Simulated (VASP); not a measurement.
V, 2 atoms in the cell. It takes space group R-3m (No. 166, trigonal). The conventional cell has a = 2.832 Å, b = 2.832 Å, c = 5.867 Å, α = 90.00°, β = 90.00°, γ = 120.00°. Within 3.4 Å of V (site symmetry -3m) lie 12 V at 2.55 to 2.83 Å. 

| Quantity | Value |
| --- | --- |
| Program | VASP 6.6.1 |
| Task | single point |
| Functional | r2SCAN |
| Potentials or basis | VASP PAW PBE potentials, release 64 (V_sv) |
| Cutoff | 520 eV |
| k mesh | 6 × 6 × 6 |
| Occupations | gaussian, width 0.1 eV |
| Spin | collinear spin, ferromagnetic start |
| Starting moments | [0.49, 0.49] μB |
| Dipole correction | no |
| Further INCAR settings | ALGO = Normal; EDIFF = 1e-07; NBANDS = 24 |

Potentials or basis: VASP PAW PBE potentials, release 64 (V_sv).

Run with:

```sh
$ cat potpaw_PBE.64/V_sv/POTCAR > POTCAR
$ cp INCAR.step1 INCAR
$ mpirun -np 1 vasp_std > vasp.out
$ cp INCAR.step2 INCAR
$ mpirun -np 1 vasp_std > vasp.out
```

Hardware: 1 thread of Intel(R) Xeon(R) 6975P-C (Granite Rapids) (shared host).

Problem. How long does it take, and how much memory?

Solution. Wall time 76 s on 1 thread of Intel(R) Xeon(R) 6975P-C (Granite Rapids), with other jobs on the host, peak memory 0.22 GiB. Counts: k points 32.
